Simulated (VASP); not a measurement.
# Ge (Fd-3m) in VASP: a series of runs

Ge is run at these levels: PBE; tasks: relaxation of cell and atoms.

All numbers are computed with VASP 6.6.1; they aren't measurements. Logs are shortened: lines on timing, memory, paths and dates and some standing lists are left out, and cuts for length are marked.

## (1) The cell of the first run

The structure is cubic, space group Fd-3m (No. 227). The conventional cell has a = 4.334 Å, b = 4.334 Å, c = 4.334 Å, α = 90.00°, β = 90.00°, γ = 90.00°. Ge (site symmetry -43m) has 4 Ge at 1.88 Å within 2.5 Å.

## (2) Relaxation of cell and atoms, PBE, target pressure 220 GPa, at which the enthalpy is minimised

Input file INCAR:

```
PREC = Accurate
ENCUT = 600
EDIFF = 1E-6
ISMEAR = -1
SIGMA = 0.05
LREAL = F
LASPH = T
NELM = 100
ALGO = Normal
ISIF = 3
LWAVE = F
LCHARG = F
GGA = PE
IBRION = 2
NSW = 60
EDIFFG = -0.005
PSTRESS = 2200.0
```

Input file KPOINTS:

```
Automatic mesh
0
Gamma
  15 15 15
```

Input file POSCAR:

```
Ge
1.0
    0.0000000000      2.1669905504      2.1669905504
    2.1669905504      0.0000000000      2.1669905504
    2.1669905504      2.1669905504      0.0000000000
Ge
2
Direct
   -0.1250000000     -0.1250000000     -0.1250000000
    0.1250000000      0.1250000000      0.1250000000
```

Potentials or basis: VASP PAW PBE potentials, release 64 (Ge_d).

Command:

```
> cat potpaw_PBE.64/Ge_d/POTCAR > POTCAR
> mpirun -np 1 vasp_std > vasp.out
```

OUTCAR:

```text
PREC = Accurate
   ENCUT = 600
   EDIFF = 1E-6
   ISMEAR = -1
   LREAL = F
   LASPH = T
   NELM = 100
   ISIF = 3
   GGA = PE
   IBRION = 2
   NSW = 60
   EDIFFG = -0.005
   PSTRESS = 2200.0

 ion  position               nearest neighbor table
   1  0.875  0.875  0.875-   2 1.88   2 1.88   2 1.88   2 1.88
   2  0.125  0.125  0.125-   1 1.88   1 1.88   1 1.88   1 1.88

  LATTYP: Found a face centered cubic cell.
 ALAT       =     4.3339811008

  Lattice vectors:

 A1 = (   0.0000000000,   2.1669905504,   2.1669905504)
 A2 = (   2.1669905504,   0.0000000000,   2.1669905504)
 A3 = (   2.1669905504,   2.1669905504,   0.0000000000)

Analysis of symmetry for initial positions (statically):
=====================================================================
 Subroutine PRICEL returns:
 Original cell was already a primitive cell.

 Routine SETGRP: Setting up the symmetry group for a
 face centered cubic supercell.

 Subroutine GETGRP returns: Found 48 space group operations
 (whereof 12 operations were pure point group operations)
 out of a pool of 48 trial point group operations.

The static configuration has the point symmetry D_3d.
 The point group associated with its full space group is O_h .

Analysis of symmetry for dynamics (positions and initial velocities):
=====================================================================
 Subroutine PRICEL returns:
 Original cell was already a primitive cell.

 Routine SETGRP: Setting up the symmetry group for a
 face centered cubic supercell.

 Subroutine GETGRP returns: Found 48 space group operations
 (whereof 12 operations were pure point group operations)
 out of a pool of 48 trial point group operations.

The dynamic configuration has the point symmetry D_3d.
 The point group associated with its full space group is O_h .

 Subroutine INISYM returns: Found 48 space group operations
 (whereof 12 operations are pure point group operations),
 and found     1 'primitive' translations

----------------------------------------------------------------------------------------

                                     Primitive cell

  volume of cell :      20.3517

  direct lattice vectors                    reciprocal lattice vectors
     0.000000000  2.166990550  2.166990550    -0.230734739  0.230734739  0.230734739
     2.166990550  0.000000000  2.166990550     0.230734739 -0.230734739  0.230734739
     2.166990550  2.166990550  0.000000000     0.230734739  0.230734739 -0.230734739

  length of vectors
     3.064587426  3.064587426  3.064587426     0.399644292  0.399644292  0.399644292

  position of ions in fractional coordinates (direct lattice)
     0.875000000  0.875000000  0.875000000
     0.125000000  0.125000000  0.125000000

  ion indices of the primitive-cell ions
   primitive index   ion index
                 1           1
                 2           2

----------------------------------------------------------------------------------------

 KPOINTS: Automatic mesh

Automatic generation of k-mesh.
 Grid dimensions read from file:
 generate k-points for:   15   15   15

 Generating k-lattice:

  Cartesian coordinates                     Fractional coordinates (reciprocal lattice)
    -0.015382316  0.015382316  0.015382316     0.066666667  0.000000000  0.000000000
     0.015382316 -0.015382316  0.015382316     0.000000000  0.066666667  0.000000000
     0.015382316  0.015382316 -0.015382316     0.000000000  0.000000000  0.066666667

  Length of vectors
     0.026642953  0.026642953  0.026642953

  Shift w.r.t. Gamma in fractional coordinates (k-lattice)
     0.000000000  0.000000000  0.000000000

 Subroutine IBZKPT returns following result:
 ===========================================

 Found    120 irreducible k-points:

 Following reciprocal coordinates:
            Coordinates               Weight
  0.000000  0.000000  0.000000      1.000000
  0.066667  0.000000  0.000000      8.000000
  0.133333  0.000000  0.000000      8.000000
  0.200000  0.000000  0.000000      8.000000
  0.266667  0.000000  0.000000      8.000000
  0.333333  0.000000  0.000000      8.000000
[... 16 lines left out ...]
  0.133333  0.133333  0.000000      6.000000
  0.200000  0.133333  0.000000     24.000000
 [... further k-points ...]
   k-points           NKPTS =    120   k-points in BZ     NKDIM =    120   number of bands    NBANDS=     18
   number of dos      NEDOS =    301   number of ions     NIONS =      2
   total plane-waves  NPLWV =  13824
   dimension x,y,z NGX =    24 NGY =   24 NGZ =   24
   dimension x,y,z NGXF=    48 NGYF=   48 NGZF=   48
   ions per type =               2
   NGX,Y,Z   is equivalent  to a cutoff of  13.02, 13.02, 13.02 a.u.
   NGXF,Y,Z  is equivalent  to a cutoff of  26.04, 26.04, 26.04 a.u.
 SYSTEM =  unknown system
   PREC   = accura    normal or accurate (medium, high low for compatibility)
   ISTART =      0    job   : 0-new  1-cont  2-samecut
   ICHARG =      2    charge: 1-file 2-atom 10-const
   ISPIN  =      1    spin polarized calculation?
   LNONCOLLINEAR =      F non collinear calculations
   LSORBIT =      F    spin-orbit coupling
   LASPH  =      T    aspherical Exc in radial PAW
   ENCUT  =  600.0 eV  44.10 Ry    6.64 a.u.   6.12  6.12  6.12*2*pi/ulx,y,z
   NELM   =    100;   NELMIN=  2; NELMDL= -5     # of ELM steps
   EDIFF  = 0.1E-05   stopping-criterion for ELM
   LREAL  =      F    real-space projection
   EDIFFG = -.5E-02   stopping-criterion for IOM
   NSW    =     60    number of steps for IOM
   IBRION =      2    ionic relax: 0-MD 1-quasi-New 2-CG
   NFREE  =      1    steps in history (QN), initial steepest desc. (CG)
   ISIF   =      3    stress and relaxation
   ISYM   =      2    0-nonsym 1-usesym 2-fastsym
   POTIM  = 0.5000    time-step for ionic-motion
   TEBEG  =    0.0;   TEEND  =   0.0 temperature during run
   PSTRESS= 2200.0 pullay stress
   NELECT =      28.0000    total number of electrons
   NUPDOWN=      -1.0000    fix difference up-down
   EMIN   =  10.00;   EMAX   =-10.00  energy-range for DOS
   EFERMI =   0.00;   METHOD = LEGACY
   ISMEAR =    -1;   SIGMA  =   0.05  broadening in eV -4-tet -1-fermi 0-gaus
   EFERMI_NEDOS =   21; number of points for ismear=-14 and -15
   IALGO  =     38    algorithm
   IMIX   =      4    mixing-type and parameters
     AMIX     =   0.40;   BMIX     =  1.00
     AMIX_MAG =   1.60;   BMIX_MAG =  1.00
  volume/ion in A,a.u.               =      10.18        68.67
  Fermi-wavevector in a.u.,A,eV,Ry     =   1.820793  3.440799 45.107203  3.315286
  Thomas-Fermi vector in A             =   2.877293
   LORBIT       =      0    0 simple, 1 ext, 2 COOP (PROOUT), +10 PAW based schemes
   GGA     = PE    functional components
   LHFCALC =     F    Hartree Fock is set to
   AEXX    =    0.0000 exact exchange contribution
   IVDW    =     0    specifies the selected vdW correction
   LEPSILON=     F    determine dielectric tensor
   LRPA    =     F    only Hartree local field effects (RPA)
 conjugate gradient relaxation of ions
 non-spin polarized calculation
  energy-cutoff  :      600.00
  volume of cell :       20.35
 maximum number of plane-waves:       692
   NGX = 13   NGY = 13   NGZ = 13

--------------------------------------- Ionic step        1  -------------------------------------------

 number of electron      28.0000002 magnetization

 Free energy of the ion-electron system (eV)
  ---------------------------------------------------
  ext. energy  EPLUGINS =         0.00000000
  ---------------------------------------------------
  free energy    TOTEN  =         4.86802476 eV

  energy without entropy =        4.87037625  energy(sigma->0) =        4.86920050

------------------------ aborting loop because EDIFF is reached ----------------------------------------

  FORCE on cell =-STRESS in cart. coord.  units (eV):
  Direction    XX          YY          ZZ          XY          YZ          ZX
  --------------------------------------------------------------------------------------
  -------------------------------------------------------------------------------------
  Total       45.2515817     45.2515817     45.2515817      0.0000000      0.0000000      0.0000000
  in kB     3562.4050500   3562.4050500   3562.4050500      0.0000000      0.0000000      0.0000000
  external PRESSURE =    1362.4050500 kB  Pullay stress =    2200.0000000 kB
[... 23 lines left out ...]
  enthalpy is  TOTEN    =        32.8136059750 eV   P V=       27.9455812169

--------------------------------------- Ionic step        2  -------------------------------------------

 number of electron      28.0000035 magnetization

 E-fermi :   2.7580     XC(G=0):  -8.8091

 val. band max:        2.6559166241   @ k =   0.0667   0.0667   0.0000
 cond. band min:       2.7938294565   @ k =  -0.0667   0.0667   0.0000
 fundamental gap:      0.1379128323
 Fermi energy:         2.7579892558

 k-point     1 :       0.0000    0.0000    0.0000
  band No.  band energies     occupation
      1     -21.7392      2.00000
      2     -21.7392      2.00000
      3     -21.7392      2.00000
      4     -21.7197      2.00000
      5     -21.7197      2.00000
      6     -21.6110      2.00000
[... 10 lines left out ...]
     17       5.2803      0.00000
     18       5.2803      0.00000
[... 550 lines left out ...]
  FREE ENERGIE OF THE ION-ELECTRON SYSTEM (eV)
  ---------------------------------------------------
  free  energy   TOTEN  =        -3.0888449234 eV

  energy  without entropy=       -3.0869105036  energy(sigma->0) =       -3.08787771

  enthalpy is  TOTEN    =        32.2212367594 eV   P V=       35.3100816828

[... ionic steps 4 to 8 ...]

--------------------------------------- Ionic step        9  -------------------------------------------

 number of electron      28.0000017 magnetization

------------------------ aborting loop because EDIFF is reached ----------------------------------------

  FORCE on cell =-STRESS in cart. coord.  units (eV):
  Direction    XX          YY          ZZ          XY          YZ          ZX
  --------------------------------------------------------------------------------------
  -------------------------------------------------------------------------------------
  Total       31.9681423     31.9681423     31.9681423     -0.0000000      0.0000000      0.0000000
  in kB     2197.3432082   2197.3432082   2197.3432082     -0.0000000      0.0000000      0.0000000
  external PRESSURE =      -2.6567918 kB  Pullay stress =    2200.0000000 kB
[... 61 lines left out ...]
  enthalpy is  TOTEN    =        31.6731034960 eV   P V=       32.0035064007

--------------------------------------- Ionic step       11  -------------------------------------------

 number of electron      28.0000017 magnetization

 Free energy of the ion-electron system (eV)
  ---------------------------------------------------
  ext. energy  EPLUGINS =         0.00000000
  ---------------------------------------------------
  free energy    TOTEN  =        -0.33204678 eV

  energy without entropy =       -0.32985046  energy(sigma->0) =       -0.33094862

 E-fermi :  13.7103     XC(G=0): -13.5434

 val. band max:       13.7044829860   @ k =  -0.4667   0.4000   0.0000
 cond. band min:      13.7790748779   @ k =   0.4000   0.3333   0.0000
 fundamental gap:      0.0745918919
 Fermi energy:        13.7102573188

 k-point     1 :       0.0000    0.0000    0.0000
  band No.  band energies     occupation
      1     -13.3200      2.00000
      2     -13.3200      2.00000
      3     -13.3200      2.00000
      4     -13.2141      2.00000
      5     -13.2141      2.00000
      6     -12.2322      2.00000
[... 10 lines left out ...]
     17      16.7684      0.00000
     18      21.2973      0.00000
[... 512 lines left out ...]
  FREE ENERGIE OF THE ION-ELECTRON SYSTEM (eV)
  ---------------------------------------------------
  free  energy   TOTEN  =        -0.3320467785 eV

  energy  without entropy=       -0.3298504621  energy(sigma->0) =       -0.33094862

  enthalpy is  TOTEN    =        31.6731037816 eV   P V=       32.0051505600

 reached required accuracy - stopping structural energy minimisation
```

It took 2.8 min on 1 thread of AMD EPYC 9R45 (Zen 5), shared host; peak memory 0.14 GiB.

What came out:

- Free energy: -0.3320 eV
- Relaxed volume: 11.65 Å³/atom
- Relaxed cell: a = 3.206 Å, b = 3.206 Å, c = 3.206 Å, α = 60.00°, β = 60.00°, γ = 60.00°
- Space group after relaxing (to 0.1 Å): Fd-3m (No. 227)
- Energy change on relaxing (the run minimises the enthalpy): -2600.0 meV/atom
- Ionic steps: 11
- Pressure after relaxing: 220.0 GPa
- Band gap on the k mesh: zero (bands 14 and 15 overlap by 1.16 eV)

Step by step:
```tsv
step	energy change (eV)	largest force (eV/Å)	pressure (GPa)	volume (Å³)
1	0.0000	0.0000	356.24	20.35
2	-13.5652	0.0000	-8.27	57.96
3	-7.9569	0.0000	151.80	25.72
4	-5.5093	0.0000	211.39	23.54
5	-5.1630	0.0000	220.61	23.28
6	-5.2471	0.0000	218.69	23.34
7	-4.8781	0.0000	227.81	23.08
8	-5.1966	0.0000	220.15	23.31
9	-5.2017	0.0000	219.73	23.31
10	-5.1984	0.0000	220.22	23.31
11	-5.2001	0.0000	220.00	23.31
```

Final structure:
```yaml
crystal:
  lattice:
    - [0.00000, 2.26721, 2.26721]
    - [2.26721, 0.00000, 2.26721]
    - [2.26721, 2.26721, 0.00000]
  atoms:
    - { symbol: Ge, position: [0.87500, 0.87500, 0.87500] }
    - { symbol: Ge, position: [0.12500, 0.12500, 0.12500] }
```

Caveat: the cell is relaxed towards a set pressure, so the run minimises the enthalpy, not the energy.

## (3) Relaxation of cell and atoms, PBE, target pressure 220 GPa, at which the enthalpy is minimised

This run uses another cell than the first one, of 11.57 Å³/atom.

Input file INCAR:

```
SYSTEM = Ge
PREC     = Accurate       ! precision mode
ENCUT    = 600            ! plane-wave cutoff, eV
EDIFF    = 1E-7           ! SCF threshold, eV
ISMEAR   = -1             ! smearing method
SIGMA    = 0.05           ! smearing width, eV
LREAL    = .FALSE.        ! projectors in reciprocal space
LASPH    = .TRUE.         ! aspherical terms in the spheres
NELM     = 60             ! most SCF steps
ALGO     = Normal         ! electronic algorithm
ISIF     = 3              ! what is computed and relaxed
LWAVE    = .FALSE.        ! write WAVECAR
LCHARG   = .FALSE.        ! write CHGCAR
GGA      = PE             ! functional
IBRION   = 2              ! ionic algorithm
NSW      = 32             ! ionic steps
EDIFFG   = -0.005         ! ionic threshold
PSTRESS  = 2200.0
```

Input file KPOINTS:

```
regular mesh
0
G
  15 15 15
  0 0 0
```

Input file POSCAR:

```
Ge
1.0
    0.0000000000      2.2620015262      2.2620015262
    2.2620015262      0.0000000000      2.2620015262
    2.2620015262      2.2620015262      0.0000000000
Ge
2
Direct
   -0.1250000000     -0.1250000000     -0.1250000000
    0.1250000000      0.1250000000      0.1250000000
```

Potentials or basis: VASP PAW PBE potentials, release 64 (Ge_d).

Command:

```
> cat potpaw_PBE.64/Ge_d/POTCAR > POTCAR
> mpirun -np 1 vasp_std > vasp.out
```

It took 2 min on 1 thread of AMD EPYC 9R45 (Zen 5), shared host; peak memory 0.16 GiB.

The run converged. Its results:

```yaml
Free_energy: -0.3266 eV
Relaxed_volume: 11.65 Å³/atom
Relaxed_cell: a = 3.206 Å, b = 3.206 Å, c = 3.206 Å, α = 60.00°, β = 60.00°, γ = 60.00°
Space_group_after_relaxing_to_0.1_Å: Fd-3m (No. 227)
Energy_change_on_relaxing_the_run_minimises_the_enthalpy: -108.5 meV/atom
Ionic_steps: 4
Pressure_after_relaxing: 220.0 GPa
Band_gap_on_the_k_mesh: zero (bands 14 and 15 overlap by 1.16 eV)
```

Step by step:
```
step  energy change (eV)  largest force (eV/Å)  pressure (GPa)  volume (Å³)
   1              0.0000                0.0000          225.46        23.15
   2             -1.7085                0.0000          182.84        24.49
   3             -0.2217                0.0000          219.88        23.31
   4             -0.2170                0.0000          220.01        23.30
```

Final structure:
```cif
data_structure
_symmetry_space_group_name_H-M 'P 1'
_symmetry_Int_Tables_number 1
_cell_length_a 3.2061
_cell_length_b 3.2061
_cell_length_c 3.2061
_cell_angle_alpha 60.000
_cell_angle_beta 60.000
_cell_angle_gamma 60.000
_cell_volume 23.30
loop_
_atom_site_label
_atom_site_type_symbol
_atom_site_fract_x
_atom_site_fract_y
_atom_site_fract_z
_atom_site_occupancy
Ge1 Ge 0.87500 0.87500 0.87500 1
Ge2 Ge 0.12500 0.12500 0.12500 1
```

Levels at points of the mesh, in eV from the Fermi level:
```csv
k point,band 11,band 12,band 13,band 14,band 15,band 16,band 17,band 18
"(0.00, 0.00, 0.00)",-19.43,0.82,0.82,0.82,3.06,3.06,3.06,7.59
```

Caveat: the cell is relaxed towards a set pressure, so the run minimises the enthalpy, not the energy.

The gap in the log of VASP goes by the Fermi energy; the results here count the filled bands.